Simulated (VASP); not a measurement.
Write the native input for VASP 6.6.1 that does the following.

| Quantity | Value |
| --- | --- |
| Task | relaxation of shape and atoms at fixed volume |
| Functional | BLYP |
| Potentials or basis | VASP PAW PBE potentials, release 64 (Si, Se) |
| Cutoff | 500 eV |
| k mesh | 6 × 6 × 6 |
| Occupations | gaussian, width 0.05 eV |
| Spin | no spin polarisation |
| Dipole correction | no |
| Further INCAR settings | ALGO = Normal; EDIFF = 1e-07; IBRION = 2; EDIFFG = -0.04; NSW = 60; ISIF = 4 |

The structure of SiSe2 lies in POSCAR:

```
SiSe2
1.0
   -3.5902726429      6.0121625583      3.1438856467
    3.5902726429     -6.0121625583      3.1438856467
    3.5902726429      6.0121625583     -3.1438856467
Si Se
2 4
Direct
    0.2500000000      0.2500000000      0.0000000000
    0.7500000000      0.7500000000      0.0000000000
    0.1065697603      0.8178192468      0.9243890072
    0.8934302397      0.1821807532      0.0756109928
    0.6065697603      0.6821807532      0.2887505135
    0.3934302397      0.3178192468      0.7112494865
```

One way to write it, as run:

INCAR

```
SYSTEM = SiSe2
AGGAC = 1.0 ; AGGAX = 1.0
ALDAC = 0.0 ; ALDAX = 1.0
ALGO = Normal ; EDIFF = 1E-7
EDIFFG = -0.04 ; ENCUT = 500
GGA = B5 ; GGA_COMPAT = .FALSE.
IBRION = 2 ; ISIF = 4
ISMEAR = 0 ; LASPH = .TRUE.
LCHARG = .FALSE. ; LREAL = .FALSE.
LWAVE = .FALSE. ; NELM = 120
NELMIN = 4 ; NSW = 60
PREC = Accurate ; SIGMA = 0.05
```

KPOINTS

```
k-points
0
G
  6 6 6
  0 0 0
```

Potentials or basis: VASP PAW PBE potentials, release 64 (Si, Se).

The run is started by

```sh
$ cat potpaw_PBE.64/Si/POTCAR potpaw_PBE.64/Se/POTCAR > POTCAR
$ mpirun -np 1 vasp_std > vasp.out
```

It gave:

- Energy gained by relaxing: 45.2 meV/atom
- Ionic steps: 6
- Pressure after relaxing: 0.1 GPa
- Largest force after relaxing: 0.012 eV/Å
- Band gap on the k mesh: 2.28 eV (least direct gap 2.43 eV)

Caveat: the PAW data sets were made with another functional, which shifts forces and pressure a little.

Run time: 12 min on 1 thread of Intel(R) Xeon(R) 6975P-C (Granite Rapids), on a shared host, peak memory 0.57 GiB.
